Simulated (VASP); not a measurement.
Write the native input for VASP 6.6.1 that does the following.

```yaml
Task: single point
Functional: PBE
Potentials_or_basis: VASP PAW PBE potentials, release 64 (B, N)
Cutoff: 520 eV
k_mesh: 6 × 6 × 6
Occupations: gaussian, width 0.1 eV
Spin: collinear spin, ferromagnetic start
Starting_moments: "[0.0, 0.0, 0.0, 0.0, 0.0, 1.0] μB"
Dipole_correction: no
Further_INCAR_settings: ALGO = Normal; EDIFF = 1e-06; NBANDS = 23
```

The structure of B5N lies in POSCAR:

```
B5N
1.0
    4.0876513100      0.0000000000      0.0000000000
   -2.0438256500      3.5400098800      0.0000000000
    0.0000000000      0.0000000000      3.3295367900
B N
5 1
Direct
    0.3333333300      0.6666666700      0.0000000000
    0.6666666700      0.3333333300      0.0000000000
    0.5000000000      0.0000000000      0.5000000000
    0.5000000000      0.5000000000      0.5000000000
    0.0000000000      0.5000000000      0.5000000000
    0.0000000000      0.0000000000      0.0000000000
```

One way to write it, as run:

INCAR

```
PREC     = Accurate       # precision mode
ENCUT    = 520            # plane-wave cutoff, eV
EDIFF    = 1E-6           # SCF threshold, eV
ISMEAR   = 0              # smearing method
SIGMA    = 0.1            # smearing width, eV
LREAL    = F              # projectors in reciprocal space
LASPH    = T              # aspherical terms in the spheres
NELM     = 150            # most SCF steps
ALGO     = Normal         # electronic algorithm
ISIF     = 2              # what is computed and relaxed
LWAVE    = F              # write WAVECAR
LCHARG   = F              # write CHGCAR
ISPIN    = 2              # spin polarisation
MAGMOM   = 0 0 0 0 0 1    # initial moments
LORBIT   = 11             # projections on sites
GGA      = PE             # functional
NBANDS   = 23             # bands
```

KPOINTS

```
regular mesh
0
Gamma
  6 6 6
```

Potentials or basis: VASP PAW PBE potentials, release 64 (B, N).

The run is started by

```bash
$ cat potpaw_PBE.64/B/POTCAR potpaw_PBE.64/N/POTCAR > POTCAR
$ mpirun -np 1 vasp_std > vasp.out
```

It gave:

The pressure is -29.9 GPa, the net moment is 0.15 μB per cell and the site moments are B -0.00, +0.00; N +0.11 μB. The valence electrons inside the program's atomic spheres are B 1.55, 1.62; N 3.37.

It took 110 s on 1 thread of Intel Xeon 8259CL, with other jobs on the host, peak memory 0.2 GiB.
